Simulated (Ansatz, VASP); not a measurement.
One calculation of Be16H, two programs

```
Be H
1.0
    -2.29000   -3.96640    0.00000
     3.43500   -1.98320    0.00000
     0.00000    0.00000    7.17686
Be H
16 1
Direct
  0.75019 0.49960 0.00198
  0.49971 0.33283 0.24632
  0.77201 0.51369 0.50091
  0.49976 0.33207 0.75499
  0.49975 0.99702 0.00257
  0.24940 0.83348 0.25262
  0.49977 0.96539 0.50175
  0.24808 0.83302 0.75377
  0.24933 0.49956 0.00198
  0.99973 0.33378 0.25104
  0.22759 0.51374 0.50091
  0.99978 0.33386 0.75434
  0.99975 0.00058 0.00316
  0.75001 0.83349 0.25262
  0.99977 0.01175 0.50322
  0.75144 0.83300 0.75376
  0.49981 0.33040 0.52750
```

Alike in both runs: functional PBEsol; k mesh 4 × 4 × 3; occupations fermi-dirac, width 0.15 eV; no spin polarisation.

Ansatz relaxed the structure, and its values are those at the end. VASP's run is a single point on that final structure, the one shown.

|  | VASP | Ansatz |
| --- | --- | --- |
| version | VASP 6.6.1 | Ansatz 0.2.0 |
| potentials or method | VASP PAW PBE potentials, release 64 (Be, H), cutoff 520 eV | scalar-relativistic, plane waves, PAW |
| valence electrons in the cell | 33 | 33 |

|  | VASP | Ansatz | Ansatz less VASP |
| --- | --- | --- | --- |
| rms of the force components (eV/Å) | 0.004 | 0.004 | -0.0002 |

VASP's potentials were made for PBE, not for PBEsol.

The k mesh is coarse, so the values compare programs but aren't converged.
